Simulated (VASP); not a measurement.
# Pt (Immm) in VASP: a series of runs

Pt is run at these levels: PBEsol; tasks: single point.

Everything below comes from runs of VASP 6.6.1. Logs are shortened: lines on timing, memory, paths and dates and some standing lists are left out, and cuts for length are marked.

### Step 1. The cell of the first run

Symmetry: Immm, No. 71, orthorhombic system. The conventional cell has a = 2.686 Å, b = 2.852 Å, c = 3.916 Å, α = 90.00°, β = 90.00°, γ = 90.00°. Within 3.5 Å of Pt (site symmetry mmm) lie 12 Pt at 2.69 to 2.85 Å.

### Step 2. Single point, PBEsol (strain -0.0600 x Voigt [0, 0, 0, 1, 0, 0])

File INCAR:

```
ALGO = Fast
EDIFF = 1E-6
ENCUT = 520
GGA = PS
ISIF = 2
ISMEAR = 0
LASPH = True
LCHARG = True
LELF = True
LREAL = False
LVHAR = True
LWAVE = False
NBANDS = 11
NELM = 60
PREC = Accurate
SIGMA = 0.15
```

File KPOINTS:

```
k-points
0
Gamma
  20 20 20
```

File POSCAR:

```
Pt
1.0
    0.0000000000      1.8991630000      1.8991630000
    1.9579000000     -0.0587370000      1.9579000000
    1.9579000000      1.9579000000     -0.0587370000
Pt
1
Direct
    0.0000000000      0.0000000000      0.0000000000
```

Potentials or basis: VASP PAW PBE potentials, release 64 (Pt).

The run is started by

```sh
> cat potpaw_PBE.64/Pt/POTCAR > POTCAR
> mpirun -np 1 vasp_std > vasp.out
```

OUTCAR:

```text
EDIFF = 1E-6
   ENCUT = 520
   GGA = PS
   ISIF = 2
   ISMEAR = 0
   LASPH = True
   LREAL = False
   NELM = 60
   PREC = Accurate

 ion  position               nearest neighbor table
   1  0.000  0.000  0.000-

  LATTYP: Found a body centered orthorhombic cell.
 ALAT       =     2.6858220718
 B/A-ratio  =     1.0618556701
 C/A-ratio  =     1.4579521262

  Lattice vectors:

 A1 = (  -1.9579000000,   0.0587370000,  -1.9579000000)
 A2 = (  -1.9579000000,  -0.0587370000,   1.9579000000)
 A3 = (   1.9579000000,   1.9579000000,  -0.0587370000)

Analysis of symmetry for initial positions (statically):
=====================================================================
 Subroutine PRICEL returns:
 Original cell was already a primitive cell.

 Routine SETGRP: Setting up the symmetry group for a
 body centered orthorhombic supercell.

 Subroutine GETGRP returns: Found  8 space group operations
 (whereof  8 operations were pure point group operations)
 out of a pool of  8 trial point group operations.

The static configuration has the point symmetry D_2h.

Analysis of symmetry for dynamics (positions and initial velocities):
=====================================================================
 Subroutine PRICEL returns:
 Original cell was already a primitive cell.

 Routine SETGRP: Setting up the symmetry group for a
 body centered orthorhombic supercell.

 Subroutine GETGRP returns: Found  8 space group operations
 (whereof  8 operations were pure point group operations)
 out of a pool of  8 trial point group operations.

The dynamic configuration has the point symmetry D_2h.

 Subroutine INISYM returns: Found  8 space group operations
 (whereof  8 operations are pure point group operations),
 and found     1 'primitive' translations

----------------------------------------------------------------------------------------

                                     Primitive cell

  volume of cell :      14.9972

  direct lattice vectors                    reciprocal lattice vectors
     0.000000000  1.899163000  1.899163000    -0.255375658  0.263273874  0.263273874
     1.957900000 -0.058737000  1.957900000     0.255375658 -0.247937532  0.247937532
     1.957900000  1.957900000 -0.058737000     0.255375658  0.247937532 -0.247937532

  length of vectors
     2.685822072  2.769511664  2.769511664     0.451489747  0.433777323  0.433777323

  position of ions in fractional coordinates (direct lattice)
     0.000000000  0.000000000  0.000000000

  ion indices of the primitive-cell ions
   primitive index   ion index
                 1           1

----------------------------------------------------------------------------------------

 KPOINTS: k-points

Automatic generation of k-mesh.
 Grid dimensions read from file:
 generate k-points for:   20   20   20

 Generating k-lattice:

  Cartesian coordinates                     Fractional coordinates (reciprocal lattice)
    -0.012768783  0.013163694  0.013163694     0.050000000  0.000000000  0.000000000
     0.012768783 -0.012396877  0.012396877     0.000000000  0.050000000 -0.000000000
     0.012768783  0.012396877 -0.012396877     0.000000000  0.000000000  0.050000000

  Length of vectors
     0.022574487  0.021688866  0.021688866

  Shift w.r.t. Gamma in fractional coordinates (k-lattice)
     0.000000000  0.000000000  0.000000000

 Subroutine IBZKPT returns following result:
 ===========================================

 Found   1166 irreducible k-points:

 Following reciprocal coordinates:
            Coordinates               Weight
  0.000000  0.000000  0.000000      1.000000
  0.050000 -0.000000 -0.000000      4.000000
  0.100000 -0.000000 -0.000000      4.000000
  0.150000 -0.000000 -0.000000      4.000000
  0.200000 -0.000000 -0.000000      4.000000
  0.250000 -0.000000 -0.000000      4.000000
[... 16 lines left out ...]
 -0.450000  0.050000  0.000000      8.000000
 -0.400000  0.050000  0.000000      8.000000
 [... further k-points ...]
   k-points           NKPTS =   1166   k-points in BZ     NKDIM =   1166   number of bands    NBANDS=     11
   number of dos      NEDOS =    301   number of ions     NIONS =      1
   total plane-waves  NPLWV =  11520
   dimension x,y,z NGX =    20 NGY =   24 NGZ =   24
   dimension x,y,z NGXF=    40 NGYF=   48 NGZF=   48
   ions per type =               1
   NGX,Y,Z   is equivalent  to a cutoff of  12.38, 14.41, 14.41 a.u.
   NGXF,Y,Z  is equivalent  to a cutoff of  24.76, 28.81, 28.81 a.u.
 SYSTEM =  unknown system
   PREC   = accura    normal or accurate (medium, high low for compatibility)
   ISTART =      0    job   : 0-new  1-cont  2-samecut
   ICHARG =      2    charge: 1-file 2-atom 10-const
   ISPIN  =      1    spin polarized calculation?
   LNONCOLLINEAR =      F non collinear calculations
   LSORBIT =      F    spin-orbit coupling
   LASPH  =      T    aspherical Exc in radial PAW
   ENCUT  =  520.0 eV  38.22 Ry    6.18 a.u.   4.99  5.15  5.15*2*pi/ulx,y,z
   NELM   =     60;   NELMIN=  2; NELMDL= -5     # of ELM steps
   EDIFF  = 0.1E-05   stopping-criterion for ELM
   LREAL  =      F    real-space projection
   EDIFFG = 0.1E-04   stopping-criterion for IOM
   NSW    =      0    number of steps for IOM
   IBRION =     -1    ionic relax: 0-MD 1-quasi-New 2-CG
   NFREE  =      0    steps in history (QN), initial steepest desc. (CG)
   ISIF   =      2    stress and relaxation
   ISYM   =      2    0-nonsym 1-usesym 2-fastsym
   POTIM  = 0.5000    time-step for ionic-motion
   TEBEG  =    0.0;   TEEND  =   0.0 temperature during run
   PSTRESS=    0.0 pullay stress
   NELECT =      10.0000    total number of electrons
   NUPDOWN=      -1.0000    fix difference up-down
   EMIN   =  10.00;   EMAX   =-10.00  energy-range for DOS
   EFERMI =   0.00;   METHOD = LEGACY
   ISMEAR =     0;   SIGMA  =   0.15  broadening in eV -4-tet -1-fermi 0-gaus
   EFERMI_NEDOS =   21; number of points for ismear=-14 and -15
   IALGO  =     68    algorithm
   IMIX   =      4    mixing-type and parameters
     AMIX     =   0.40;   BMIX     =  1.00
     AMIX_MAG =   1.60;   BMIX_MAG =  1.00
  volume/ion in A,a.u.               =      15.00       101.21
  Fermi-wavevector in a.u.,A,eV,Ry     =   1.430226  2.702735 27.831349  2.045546
  Thomas-Fermi vector in A             =   2.550094
   LORBIT       =      0    0 simple, 1 ext, 2 COOP (PROOUT), +10 PAW based schemes
   GGA     = PS    functional components
   LHFCALC =     F    Hartree Fock is set to
   AEXX    =    0.0000 exact exchange contribution
   IVDW    =     0    specifies the selected vdW correction
   LEPSILON=     F    determine dielectric tensor
   LRPA    =     F    only Hartree local field effects (RPA)
 non-spin polarized calculation
 RMM-DIIS sequential band-by-band and
 Gauss-broadening in eV      SIGMA  =   0.15
  energy-cutoff  :      520.00
  volume of cell :       15.00
 maximum number of plane-waves:       417
   NGX =  9   NGY = 11   NGZ = 11

 number of electron      10.0000000 magnetization

 Free energy of the ion-electron system (eV)
  ---------------------------------------------------
  ext. energy  EPLUGINS =         0.00000000
  ---------------------------------------------------
  free energy    TOTEN  =        -6.95997907 eV

  energy without entropy =       -6.94173194  energy(sigma->0) =       -6.95085551

 E-fermi :  11.2018     XC(G=0): -13.6579

 val. band max:       11.2016295806   @ k =   0.0000   0.4000   0.2500
 cond. band min:      11.2020518400   @ k =   0.0000   0.4000   0.1500
 fundamental gap:      0.0004222594
 Fermi energy:        11.2018329151

 k-point     1 :       0.0000    0.0000    0.0000
  band No.  band energies     occupation
      1       0.8434      2.00000
      2       7.0099      2.00000
      3       7.2405      2.00000
      4       7.7476      2.00000
      5       9.5984      2.00000
      6       9.6330      2.00000
      7      25.7605      0.00000
      8      29.8638      0.00000
      9      30.8614      0.00000
     10      31.8210      0.00000
     11      36.1339      0.00000

 k-point     2 :       0.0500   -0.0000   -0.0000
  band No.  band energies     occupation
      1       0.9510      2.00000
      2       7.0547      2.00000
      3       7.2689      2.00000
      4       7.7211      2.00000
      5       9.5616      2.00000
      6       9.5979      2.00000
      7      25.9379      0.00000
      8      30.0370      0.00000
      9      30.6162      0.00000
     10      31.5628      0.00000
     11      36.8386      0.00000

 k-point     3 :       0.1000   -0.0000   -0.0000
  band No.  band energies     occupation
      1       1.2661      2.00000
      2       7.1772      2.00000
      3       7.2786      2.00000
      4       7.7253      2.00000
      5       9.4696      2.00000
      6       9.5067      2.00000
      7      26.4299      0.00000
      8      29.4775      0.00000
      9      30.5414      0.00000
     10      31.8196      0.00000
     11      37.8897      0.00000

 k-point     4 :       0.1500   -0.0000   -0.0000
  band No.  band energies     occupation
      1       1.7633      2.00000
      2       7.1628      2.00000
      3       7.3358      2.00000
      4       7.8818      2.00000
      5       9.3792      2.00000
      6       9.4080      2.00000
      7      27.0654      0.00000
      8      28.0978      0.00000
      9      31.3298      0.00000
     10      32.4768      0.00000
     11      36.9878      0.00000
[... 239 lines left out ...]
 k-point    22 :       0.5000    0.0500    0.0000
  band No.  band energies     occupation
      1       3.9219      2.00000
      2       6.9049      2.00000
      3       7.6503      2.00000
      4      10.0864      2.00000
      5      11.3666      0.12032
      6      12.0457      0.00000
      7      17.5563      0.00000
      8      25.2871      0.00000
      9      29.2019      0.00000
     10      30.0419      0.00000
     11      38.9650      0.00000

 k-point    23 :      -0.4500    0.0500    0.0000
  band No.  band energies     occupation
      1       3.9255      2.00000
      2       6.9238      2.00000
      3       7.6491      2.00000
      4      10.0476      2.00000
      5      11.2500      0.64958
      6      11.9220      0.00000
      7      17.8044      0.00000
      8      25.3351      0.00000
      9      29.1144      0.00000
     10      30.3086      0.00000
     11      39.0995      0.00000

 k-point    24 :      -0.4000    0.0500    0.0000
  band No.  band energies     occupation
      1       3.9337      2.00000
      2       7.0076      2.00000
      3       7.7085      2.00000
      4       9.3824      2.00000
      5      10.9077      1.99445
      6      11.4673      0.01232
      7      19.1047      0.00000
      8      25.6342      0.00000
      9      29.4399      0.00000
     10      31.1184      0.00000
     11      38.1201      0.00000

 [... further k-points ...]
[... 5 lines left out ...]
  --------------------------------------------------------------------------------------
  -------------------------------------------------------------------------------------
  Total       -0.0942757      0.2214328      0.2214328      0.0000000      0.4968486      0.0000000
  in kB      -10.0716287     23.6560457     23.6560457      0.0000000     53.0791727      0.0000000
  external PRESSURE =      12.4134876 kB  Pullay stress =       0.0000000 kB

 VOLUME and BASIS-vectors are now :
 -----------------------------------------------------------------------------
  energy-cutoff  :      520.00
  volume of cell :       15.00
      direct lattice vectors                 reciprocal lattice vectors
     0.000000000  1.899163000  1.899163000    -0.255375658  0.263273874  0.263273874
     1.957900000 -0.058737000  1.957900000     0.255375658 -0.247937532  0.247937532
     1.957900000  1.957900000 -0.058737000     0.255375658  0.247937532 -0.247937532

 POSITION                                       TOTAL-FORCE (eV/Angst)
 -----------------------------------------------------------------------------------
      0.00000      0.00000      0.00000         0.000000      0.000000      0.000000
 -----------------------------------------------------------------------------------
    total drift:                               -0.000000      0.000000     -0.000000

  FREE ENERGIE OF THE ION-ELECTRON SYSTEM (eV)
  ---------------------------------------------------
  free  energy   TOTEN  =        -6.9599790687 eV

  energy  without entropy=       -6.9417319422  energy(sigma->0) =       -6.95085551
```

Wall time 80 s (1 thread of Intel Xeon 6975P-C (Granite Rapids), shared host); peak memory 0.3 GiB.

Results:

* Free energy: -6.9600 eV
* Pressure: 1.2 GPa
* Band gap on the k mesh: zero (band 5 reaches 11.79 eV, above the bottom of band 6 at 9.41 eV)

Levels at points of the mesh, in eV from the Fermi level:
```csv
k point,band 1,band 2,band 3,band 4,band 5,band 6,band 7,band 8,band 9,band 10
"(0.00, 0.00, 0.00)",-10.36,-4.19,-3.96,-3.45,-1.60,-1.57,14.56,18.66,19.66,20.62
"(0.50, 0.00, 0.00)",-7.35,-4.27,-3.59,-0.29,-0.06,0.27,6.32,13.94,18.13,18.98
"(0.00, 0.50, 0.00)",-7.53,-4.22,-3.50,-0.82,-0.21,0.16,5.45,14.39,19.02,19.89
"(0.50, 0.50, 0.00)",-7.17,-6.71,-0.07,0.47,0.59,1.73,8.96,11.36,11.38,20.17
"(0.00, 0.50, 0.50)",-7.22,-6.69,0.04,0.48,0.54,1.69,8.88,10.26,12.52,19.98
```

Caveat: the cell differs from its parent crystal (strain -0.0600 x Voigt [0, 0, 0, 1, 0, 0]); the PAW data sets were made with another functional, which shifts forces and pressure a little; spin-orbit coupling is left out, which moves the levels of the heavy elements.

(Continued in part 2 of 2.)
